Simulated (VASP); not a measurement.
# Zr (I4/mmm) in VASP: notebook, part 2 of 2

VASP 6.6.1. The steps go on from the part before.

## (3) Single point, PBEsol (strain -0.080 along x and y, -0.040 along z)

Input file INCAR:

```
SYSTEM = Zr
ALGO = Normal
EDIFF = 1E-7
ENCUT = 520
GGA = PS
ISIF = 2
ISMEAR = 0
LASPH = .True.
LCHARG = .False.
LREAL = .False.
LWAVE = .False.
NBANDS = 12
NELM = 100
PREC = Accurate
SIGMA = 0.15
```

Input file KPOINTS:

```
k-points
0
Gamma
  18 18 18
  0 0 0
```

Input file POSCAR:

```
Zr
1.0
    0.0000000000      2.0746000000      2.1648000000
    2.0746000000      0.0000000000      2.1648000000
    2.0746000000      2.0746000000      0.0000000000
Zr
1
Direct
    0.0000000000      0.0000000000      0.0000000000
```

Potentials or basis: VASP PAW PBE potentials, release 64 (Zr_sv).

On the command line:

```console
cat potpaw_PBE.64/Zr_sv/POTCAR > POTCAR
mpirun -np 1 vasp_std > vasp.out
```

OUTCAR:

```text
SYSTEM = Zr
   EDIFF = 1E-7
   ENCUT = 520
   GGA = PS
   ISIF = 2
   ISMEAR = 0
   LASPH = .True.
   LREAL = .False.
   NELM = 100
   PREC = Accurate

 ion  position               nearest neighbor table
   1  0.000  0.000  0.000-

  LATTYP: Found a body centered tetragonal cell.
 ALAT       =     2.9339274565
 C/A-ratio  =     1.4757011086

  Lattice vectors:

 A1 = (  -2.0746000000,   0.0000000000,   2.1648000000)
 A2 = (   2.0746000000,   0.0000000000,   2.1648000000)
 A3 = (   0.0000000000,   2.0746000000,  -2.1648000000)

Analysis of symmetry for initial positions (statically):
=====================================================================
 Subroutine PRICEL returns:
 Original cell was already a primitive cell.

 Routine SETGRP: Setting up the symmetry group for a
 body centered tetragonal supercell.

 Subroutine GETGRP returns: Found 16 space group operations
 (whereof 16 operations were pure point group operations)
 out of a pool of 16 trial point group operations.

The static configuration has the point symmetry D_4h.

Analysis of symmetry for dynamics (positions and initial velocities):
=====================================================================
 Subroutine PRICEL returns:
 Original cell was already a primitive cell.

 Routine SETGRP: Setting up the symmetry group for a
 body centered tetragonal supercell.

 Subroutine GETGRP returns: Found 16 space group operations
 (whereof 16 operations were pure point group operations)
 out of a pool of 16 trial point group operations.

The dynamic configuration has the point symmetry D_4h.

 Subroutine INISYM returns: Found 16 space group operations
 (whereof 16 operations are pure point group operations),
 and found     1 'primitive' translations

----------------------------------------------------------------------------------------

[... 109 lines left out ...]
     AMIX     =   0.40;   BMIX     =  1.00
     AMIX_MAG =   1.60;   BMIX_MAG =  1.00
  volume/ion in A,a.u.               =      18.63       125.75
  Fermi-wavevector in a.u.,A,eV,Ry     =   1.413719  2.671541 27.192620  1.998601
  Thomas-Fermi vector in A             =   2.535335
   LORBIT       =      0    0 simple, 1 ext, 2 COOP (PROOUT), +10 PAW based schemes
   GGA     = PS    functional components
   LHFCALC =     F    Hartree Fock is set to
   AEXX    =    0.0000 exact exchange contribution
   IVDW    =     0    specifies the selected vdW correction
   LEPSILON=     F    determine dielectric tensor
   LRPA    =     F    only Hartree local field effects (RPA)
 non-spin polarized calculation
 Gauss-broadening in eV      SIGMA  =   0.15
  energy-cutoff  :      520.00
  volume of cell :       18.63
 maximum number of plane-waves:       533
   NGX = 11   NGY = 11   NGZ = 11

 number of electron      12.0000000 magnetization

 Free energy of the ion-electron system (eV)
  ---------------------------------------------------
  ext. energy  EPLUGINS =         0.00000000
  ---------------------------------------------------
  free energy    TOTEN  =        -8.82726784 eV

  energy without entropy =       -8.81432246  energy(sigma->0) =       -8.82079515

 E-fermi :  11.4617     XC(G=0): -12.2639

 val. band max:       11.4607404485   @ k =  -0.1111   0.1111   0.0000
 cond. band min:      11.4660619311   @ k =  -0.3333   0.2778   0.0000
 fundamental gap:      0.0053214826
 Fermi energy:        11.4616878918

 k-point     1 :       0.0000    0.0000    0.0000
  band No.  band energies     occupation
      1     -36.8571      2.00000
      2     -13.9382      2.00000
      3     -13.9160      2.00000
      4     -13.9160      2.00000
      5       5.6492      2.00000
      6      12.0854      0.00000
      7      12.6402      0.00000
      8      12.6402      0.00000
      9      15.2062      0.00000
     10      16.0607      0.00000
     11      22.3965      0.00000
     12      26.5352      0.00000
[... 331 lines left out ...]
 k-point    24 :      -0.2222    0.0556    0.0000
  band No.  band energies     occupation
      1     -36.6868      2.00000
      2     -14.9060      2.00000
      3     -14.1282      2.00000
      4     -13.9829      2.00000
      5       7.5964      2.00000
      6      11.3159      1.83083
      7      12.5860      0.00000
      8      13.2368      0.00000
      9      15.1711      0.00000
     10      15.9733      0.00000
     11      23.4021      0.00000
     12      27.0346      0.00000

 [... further k-points ...]
[... 5 lines left out ...]
  --------------------------------------------------------------------------------------
  -------------------------------------------------------------------------------------
  Total        2.6642548      2.6642548      2.5803529      0.0000000      0.0000000     -0.0000000
  in kB      229.0708409    229.0708409    221.8570129      0.0000000      0.0000000     -0.0000000
  external PRESSURE =     226.6662316 kB  Pullay stress =       0.0000000 kB

 VOLUME and BASIS-vectors are now :
 -----------------------------------------------------------------------------
  energy-cutoff  :      520.00
  volume of cell :       18.63
      direct lattice vectors                 reciprocal lattice vectors
     0.000000000  2.074600000  2.164800000    -0.241010315  0.241010315  0.230968219
     2.074600000  0.000000000  2.164800000     0.241010315 -0.241010315  0.230968219
     2.074600000  2.074600000  0.000000000     0.241010315  0.241010315 -0.230968219

 POSITION                                       TOTAL-FORCE (eV/Angst)
 -----------------------------------------------------------------------------------
      0.00000      0.00000      0.00000         0.000000     -0.000000      0.000000
 -----------------------------------------------------------------------------------
    total drift:                               -0.000000      0.000000     -0.000000

  FREE ENERGIE OF THE ION-ELECTRON SYSTEM (eV)
  ---------------------------------------------------
  free  energy   TOTEN  =        -8.8272678436 eV

  energy  without entropy=       -8.8143224628  energy(sigma->0) =       -8.82079515
```

stdout:

```text
POSCAR found type information on POSCAR Zr
 POSCAR found :  1 types and       1 ions
 scaLAPACK will be used
 -----------------------------------------------------------------------------
|                                                                             |
|                                                                             |
|     You enforced a specific xc type in the INCAR file but a different       |
|     I HOPE YOU KNOW WHAT YOU ARE DOING!                                     |
|                                                                             |
 -----------------------------------------------------------------------------

 LDA part: xc-table for (Slater+PW92), standard interpolation
 POSCAR, INCAR and KPOINTS ok, starting setup
 FFT: planning ... GRIDC
 FFT: planning ... GRID_SOFT
 FFT: planning ... GRID
 WAVECAR not read
 entering main loop
```

Run time: 42 s. Hardware: 1 thread of Intel Xeon 6975P-C (Granite Rapids), shared host; peak memory 0.22 GiB.

Results:

```
Free energy            : -8.8273 eV
Pressure               : 22.7 GPa
Band gap on the k mesh : zero (band 6 reaches 12.25 eV, above the bottom of band 7 at 10.56 eV)
```

Stress tensor (GPa, compression positive):
```
22.91  0.00  0.00
 0.00 22.91  0.00
 0.00  0.00 22.19
```

Levels at points of the mesh, in eV from the Fermi level:
```tsv
k point	band 4	band 5	band 6	band 7	band 8	band 9
(0.00, 0.00, 0.00)	-25.38	-5.81	0.62	1.18	1.18	3.74
(0.50, 0.00, 0.00)	-25.56	-3.55	0.41	1.02	2.20	6.46
(0.50, 0.50, 0.00)	-25.97	-3.95	-3.00	4.07	6.70	7.34
(0.50, 0.00, 0.50)	-26.03	-4.01	-3.12	4.82	6.58	7.02
```

Caveat: the cell differs from its parent crystal (strain -0.080 along x and y, -0.040 along z); the PAW data sets were made with another functional, which shifts forces and pressure a little.

## (4) Single point, PBEsol (strain -0.080 along x and y, +0.000 along z)

Input file INCAR:

```
PREC = Accurate
ENCUT = 520
EDIFF = 1E-6
ISMEAR = 0
SIGMA = 0.15
LREAL = F
LASPH = T
NELM = 80
ALGO = Normal
ISIF = 2
LWAVE = F
LCHARG = T
GGA = PS
LELF = T
LVHAR = T
NBANDS = 12
```

Input file KPOINTS:

```
Automatic mesh
0
Gamma
  18 18 18
```

Input file POSCAR:

```
Zr
1.0
    0.0000000000      2.0746000000      2.2550000000
    2.0746000000      0.0000000000      2.2550000000
    2.0746000000      2.0746000000      0.0000000000
Zr
1
Direct
    0.0000000000      0.0000000000      0.0000000000
```

On the command line:

```console
cat potpaw_PBE.64/Zr_sv/POTCAR > POTCAR
mpirun -np 1 vasp_std > vasp.out
```

It took 41 s on 1 thread of Intel Xeon 6975P-C (Granite Rapids), shared host; peak memory 0.22 GiB.

Results (log left out):

```yaml
Free_energy: -8.9172 eV
Pressure: 16.1 GPa
Band_gap_on_the_k_mesh: zero (band 6 reaches 11.51 eV, above the bottom of band 7 at 10.07 eV)
```

Stress tensor (GPa, compression positive):
```
16.68  0.00  0.00
 0.00 16.68  0.00
 0.00  0.00 14.90
```

Levels at points of the mesh, in eV from the Fermi level:
```tsv
k point	band 3	band 4	band 5	band 6	band 7	band 8	band 9	band 10
(0.00, 0.00, 0.00)	-25.48	-25.48	-5.76	0.35	1.42	1.42	3.19	4.82
(0.50, 0.00, 0.00)	-25.81	-25.60	-3.41	0.24	1.35	2.00	6.08	6.65
(0.50, 0.50, 0.00)	-25.94	-25.94	-3.69	-2.72	3.32	6.52	7.01	7.01
(0.50, 0.00, 0.50)	-26.30	-26.04	-3.78	-2.89	4.74	6.19	6.39	7.67
```

Caveat: the cell differs from its parent crystal (strain -0.080 along x and y, +0.000 along z); the PAW data sets were made with another functional, which shifts forces and pressure a little.

## (5) The runs side by side

| cell | gap on the mesh (eV) | pressure (GPa) |
| --- | --- | --- |
| a = 3.381, b = 3.381, c = 3.317 Å, angles 60.6, 60.6, 58.7°, 1 atom | none | -13.1 |
| a = 2.998, b = 2.998, c = 2.934 Å, angles 60.7, 60.7, 58.6°, 1 atom | none | 22.7 |
| a = 3.064, b = 3.064, c = 2.934 Å, angles 61.4, 61.4, 57.2°, 1 atom | none | 16.1 |

Alike in all rows: task single point; level PBEsol; potentials or basis VASP PAW PBE potentials, release 64 (Zr_sv); no spin polarisation; k mesh 18 × 18 × 18; cutoff (eV) 520; smearing gaussian 0.15 eV.

Caveats: the PAW data sets were made with another functional, which shifts forces and pressure a little.

Total energies depend on the potentials used, so only differences within one code and one set of settings carry meaning.
